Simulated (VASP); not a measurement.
# TePt (P6_3/mmc) in VASP: notebook, part 2 of 2

VASP 6.6.1. Earlier steps stand in the parts before.

### 4 Single point, PBEsol

This run uses another cell than the first one, of 21.40 Å³/atom, 1.020 times its volume.

Input file INCAR:

```
PREC = Accurate ; ENCUT = 520
EDIFF = 1E-6 ; ISMEAR = 0
SIGMA = 0.1 ; LREAL = False
LASPH = True ; NELM = 80
ALGO = Normal ; ISIF = 2
LWAVE = False ; LCHARG = False
GGA = PS ; NBANDS = 24
```

Input file KPOINTS:

```
Automatic mesh
0
Gamma
  12 12 10
```

Input file POSCAR:

```
TePt
1.0
    4.2231471745      0.0000000000      0.0000000000
   -2.1115735872      3.6573527370      0.0000000000
    0.0000000000      0.0000000000      5.5416492602
Te Pt
2 2
Direct
    0.3333333333      0.6666666667      0.2500000000
    0.6666666667      0.3333333333      0.7500000000
    0.0000000000      0.0000000000      0.0000000000
    0.0000000000      0.0000000000      0.5000000000
```

Potentials or basis: VASP PAW PBE potentials, release 64 (Te, Pt).

On the command line:

```sh
$ cat potpaw_PBE.64/Te/POTCAR potpaw_PBE.64/Pt/POTCAR > POTCAR
$ mpirun -np 1 vasp_std > vasp.out
```

OUTCAR:

```text
PREC = Accurate
   ENCUT = 520
   EDIFF = 1E-6
   ISMEAR = 0
   LREAL = False
   LASPH = True
   NELM = 80
   ISIF = 2
   GGA = PS

 ion  position               nearest neighbor table
   1  0.333  0.667  0.250-   3 2.80   4 2.80   3 2.80   4 2.80   3 2.80   4 2.80
   2  0.667  0.333  0.750-   3 2.80   4 2.80   3 2.80   4 2.80   3 2.80   4 2.80
   3  0.000  0.000  0.000-   4 2.77   4 2.77   1 2.80   2 2.80   1 2.80   2 2.80   2 2.80   1 2.80

   4  0.000  0.000  0.500-   3 2.77   3 2.77   1 2.80   2 2.80   1 2.80   2 2.80   2 2.80   1 2.80

  LATTYP: Found a hexagonal cell.
 ALAT       =     4.2231471745
 C/A-ratio  =     1.3122084150

  Lattice vectors:

 A1 = (   4.2231471745,   0.0000000000,   0.0000000000)
 A2 = (  -2.1115735872,   3.6573527370,   0.0000000000)
 A3 = (   0.0000000000,   0.0000000000,   5.5416492602)

Analysis of symmetry for initial positions (statically):
=====================================================================
 Subroutine PRICEL returns:
 Original cell was already a primitive cell.

 Routine SETGRP: Setting up the symmetry group for a
 hexagonal supercell.

 Subroutine GETGRP returns: Found 24 space group operations
 (whereof 12 operations were pure point group operations)
 out of a pool of 24 trial point group operations.

The static configuration has the point symmetry D_3d.
 The point group associated with its full space group is D_6h.

Analysis of symmetry for dynamics (positions and initial velocities):
=====================================================================
 Subroutine PRICEL returns:
 Original cell was already a primitive cell.

 Routine SETGRP: Setting up the symmetry group for a
 hexagonal supercell.

 Subroutine GETGRP returns: Found 24 space group operations
 (whereof 12 operations were pure point group operations)
 out of a pool of 24 trial point group operations.

The dynamic configuration has the point symmetry D_3d.
 The point group associated with its full space group is D_6h.

 Subroutine INISYM returns: Found 24 space group operations
 (whereof 12 operations are pure point group operations),
 and found     1 'primitive' translations

----------------------------------------------------------------------------------------

                                     Primitive cell

  volume of cell :      85.5938

  direct lattice vectors                    reciprocal lattice vectors
     4.223147175  0.000000000  0.000000000     0.236790232  0.136710904  0.000000000
    -2.111573587  3.657352737  0.000000000     0.000000000  0.273421809  0.000000000
     0.000000000  0.000000000  5.541649260     0.000000000  0.000000000  0.180451695

  length of vectors
     4.223147175  4.223147174  5.541649260     0.273421809  0.273421809  0.180451695

  position of ions in fractional coordinates (direct lattice)
     0.333333333  0.666666667  0.250000000
     0.666666667  0.333333333  0.750000000
     0.000000000  0.000000000  0.000000000
     0.000000000  0.000000000  0.500000000

  ion indices of the primitive-cell ions
   primitive index   ion index
                 1           1
                 2           2
                 3           3
                 4           4

----------------------------------------------------------------------------------------

 KPOINTS: Automatic mesh

Automatic generation of k-mesh.
 Grid dimensions read from file:
 generate k-points for:   12   12   10

 Generating k-lattice:

  Cartesian coordinates                     Fractional coordinates (reciprocal lattice)
     0.019732519  0.011392575  0.000000000     0.083333333 -0.000000000  0.000000000
     0.000000000  0.022785151  0.000000000     0.000000000  0.083333333  0.000000000
     0.000000000  0.000000000  0.018045169     0.000000000  0.000000000  0.100000000

  Length of vectors
     0.022785151  0.022785151  0.018045169

  Shift w.r.t. Gamma in fractional coordinates (k-lattice)
     0.000000000  0.000000000  0.000000000

 Subroutine IBZKPT returns following result:
 ===========================================

 Found    114 irreducible k-points:

 Following reciprocal coordinates:
            Coordinates               Weight
  0.000000  0.000000  0.000000      1.000000
  0.083333  0.000000  0.000000      6.000000
  0.166667 -0.000000  0.000000      6.000000
  0.250000  0.000000  0.000000      6.000000
  0.333333  0.000000  0.000000      6.000000
  0.416667  0.000000  0.000000      6.000000
[... 16 lines left out ...]
  0.250000  0.000000  0.100000     12.000000
  0.333333  0.000000  0.100000     12.000000
 [... further k-points ...]
   k-points           NKPTS =    114   k-points in BZ     NKDIM =    114   number of bands    NBANDS=     24
   number of dos      NEDOS =    301   number of ions     NIONS =      4
   total plane-waves  NPLWV =  43008
   dimension x,y,z NGX =    32 NGY =   32 NGZ =   42
   dimension x,y,z NGXF=    64 NGYF=   64 NGZF=   84
   ions per type =               2   2
   NGX,Y,Z   is equivalent  to a cutoff of  12.60, 12.60, 12.60 a.u.
   NGXF,Y,Z  is equivalent  to a cutoff of  25.19, 25.19, 25.20 a.u.
 SYSTEM =  unknown system
   PREC   = accura    normal or accurate (medium, high low for compatibility)
   ISTART =      0    job   : 0-new  1-cont  2-samecut
   ICHARG =      2    charge: 1-file 2-atom 10-const
   ISPIN  =      1    spin polarized calculation?
   LNONCOLLINEAR =      F non collinear calculations
   LSORBIT =      F    spin-orbit coupling
   LASPH  =      T    aspherical Exc in radial PAW
   ENCUT  =  520.0 eV  38.22 Ry    6.18 a.u.   7.85  7.85 10.30*2*pi/ulx,y,z
   NELM   =     80;   NELMIN=  2; NELMDL= -5     # of ELM steps
   EDIFF  = 0.1E-05   stopping-criterion for ELM
   LREAL  =      F    real-space projection
   EDIFFG = 0.1E-04   stopping-criterion for IOM
   NSW    =      0    number of steps for IOM
   IBRION =     -1    ionic relax: 0-MD 1-quasi-New 2-CG
   NFREE  =      0    steps in history (QN), initial steepest desc. (CG)
   ISIF   =      2    stress and relaxation
   ISYM   =      2    0-nonsym 1-usesym 2-fastsym
   POTIM  = 0.5000    time-step for ionic-motion
   TEBEG  =    0.0;   TEEND  =   0.0 temperature during run
   PSTRESS=    0.0 pullay stress
   NELECT =      32.0000    total number of electrons
   NUPDOWN=      -1.0000    fix difference up-down
   EMIN   =  10.00;   EMAX   =-10.00  energy-range for DOS
   EFERMI =   0.00;   METHOD = LEGACY
   ISMEAR =     0;   SIGMA  =   0.10  broadening in eV -4-tet -1-fermi 0-gaus
   EFERMI_NEDOS =   21; number of points for ismear=-14 and -15
   IALGO  =     38    algorithm
   IMIX   =      4    mixing-type and parameters
     AMIX     =   0.40;   BMIX     =  1.00
     AMIX_MAG =   1.60;   BMIX_MAG =  1.00
  volume/ion in A,a.u.               =      21.40       144.40
  Fermi-wavevector in a.u.,A,eV,Ry     =   1.179354  2.228656 18.924010  1.390875
  Thomas-Fermi vector in A             =   2.315666
   LORBIT       =      0    0 simple, 1 ext, 2 COOP (PROOUT), +10 PAW based schemes
   GGA     = PS    functional components
   LHFCALC =     F    Hartree Fock is set to
   AEXX    =    0.0000 exact exchange contribution
   IVDW    =     0    specifies the selected vdW correction
   LEPSILON=     F    determine dielectric tensor
   LRPA    =     F    only Hartree local field effects (RPA)
 non-spin polarized calculation
 Gauss-broadening in eV      SIGMA  =   0.10
  energy-cutoff  :      520.00
  volume of cell :       85.59
 maximum number of plane-waves:      2336
 NGX is ok and might be reduce to    32
   NGX = 15   NGY = 15   NGZ = 21

 number of electron      32.0000002 magnetization

 Free energy of the ion-electron system (eV)
  ---------------------------------------------------
  ext. energy  EPLUGINS =         0.00000000
  ---------------------------------------------------
  free energy    TOTEN  =       -21.84804944 eV

  energy without entropy =      -21.83759271  energy(sigma->0) =      -21.84282107

 E-fermi :   9.5065     XC(G=0): -11.3734

 val. band max:        9.5062235624   @ k =   0.3333   0.2500   0.0000
 cond. band min:       9.5229259206   @ k =   0.1667  -0.0000   0.1000
 fundamental gap:      0.0167023583
 Fermi energy:         9.5065284970

 k-point     1 :       0.0000    0.0000    0.0000
  band No.  band energies     occupation
      1      -4.5858      2.00000
      2      -1.8234      2.00000
      3       2.2483      2.00000
      4       3.3407      2.00000
      5       3.3407      2.00000
      6       3.9296      2.00000
[... 637 lines left out ...]
     23      15.9366      0.00000
     24      17.4068      0.00000

 [... further k-points ...]
[... 5 lines left out ...]
  --------------------------------------------------------------------------------------
  -------------------------------------------------------------------------------------
  Total       -0.0247765     -0.0247765     -0.1281881     -0.0000000      0.0000000     -0.0000000
  in kB       -0.4637755     -0.4637755     -2.3994739     -0.0000000      0.0000000     -0.0000000
  external PRESSURE =      -1.1090083 kB  Pullay stress =       0.0000000 kB

 VOLUME and BASIS-vectors are now :
 -----------------------------------------------------------------------------
  energy-cutoff  :      520.00
  volume of cell :       85.59
      direct lattice vectors                 reciprocal lattice vectors
     4.223147175  0.000000000  0.000000000     0.236790232  0.136710904  0.000000000
    -2.111573587  3.657352737  0.000000000     0.000000000  0.273421809  0.000000000
     0.000000000  0.000000000  5.541649260     0.000000000  0.000000000  0.180451695

 POSITION                                       TOTAL-FORCE (eV/Angst)
 -----------------------------------------------------------------------------------
     -0.00000      2.43824      1.38541         0.000000     -0.000000      0.000000
      2.11157      1.21912      4.15624        -0.000000      0.000000      0.000000
      0.00000      0.00000      0.00000         0.000000      0.000000      0.000000
      0.00000      0.00000      2.77082         0.000000      0.000000      0.000000
 -----------------------------------------------------------------------------------
    total drift:                               -0.000000      0.000000     -0.000000

  FREE ENERGIE OF THE ION-ELECTRON SYSTEM (eV)
  ---------------------------------------------------
  free  energy   TOTEN  =       -21.8480494370 eV

  energy  without entropy=      -21.8375927095  energy(sigma->0) =      -21.84282107
```

stdout:

```text
POSCAR found type information on POSCAR TePt
 POSCAR found :  2 types and       4 ions
 scaLAPACK will be used
 -----------------------------------------------------------------------------
|                                                                             |
|                                                                             |
|     You enforced a specific xc type in the INCAR file but a different       |
|     I HOPE YOU KNOW WHAT YOU ARE DOING!                                     |
|                                                                             |
 -----------------------------------------------------------------------------

 LDA part: xc-table for (Slater+PW92), standard interpolation
 POSCAR, INCAR and KPOINTS ok, starting setup
 FFT: planning ... GRIDC
 FFT: planning ... GRID_SOFT
 FFT: planning ... GRID
 WAVECAR not read
 entering main loop
```

It took 2.2 min on 1 thread of Intel Xeon Platinum 8488C (Sapphire Rapids), shared host; peak memory 0.35 GiB.

What came out:

```yaml
Free_energy: -21.8480 eV
Pressure: -0.1 GPa
Band_gap_on_the_k_mesh: zero (band 16 reaches 10.48 eV, above the bottom of band 17 at 9.08 eV)
```

Caveat: the PAW data sets were made with another functional, which shifts forces and pressure a little; spin-orbit coupling is left out, which moves the levels of the heavy elements.

### 5 Overview

```tsv
cell	gap on the mesh (eV)	pressure (GPa)
a = 4.223, b = 4.223, c = 5.431 Å, angles 90.0, 90.0, 120.0°, 4 atoms	none	3.0
a = 4.223, b = 4.223, c = 5.486 Å, angles 90.0, 90.0, 120.0°, 4 atoms	none	1.4
a = 4.223, b = 4.223, c = 5.542 Å, angles 90.0, 90.0, 120.0°, 4 atoms	none	-0.1
```

Alike in all rows: task single point; level PBEsol; potentials or basis VASP PAW PBE potentials, release 64 (Te, Pt); no spin polarisation; k mesh 12 × 12 × 10; cutoff (eV) 520; smearing gaussian 0.1 eV.

Caveats: the PAW data sets were made with another functional, which shifts forces and pressure a little; spin-orbit coupling is left out, which moves the levels of the heavy elements.

Absolute energies hang on the potentials; compare differences alone.
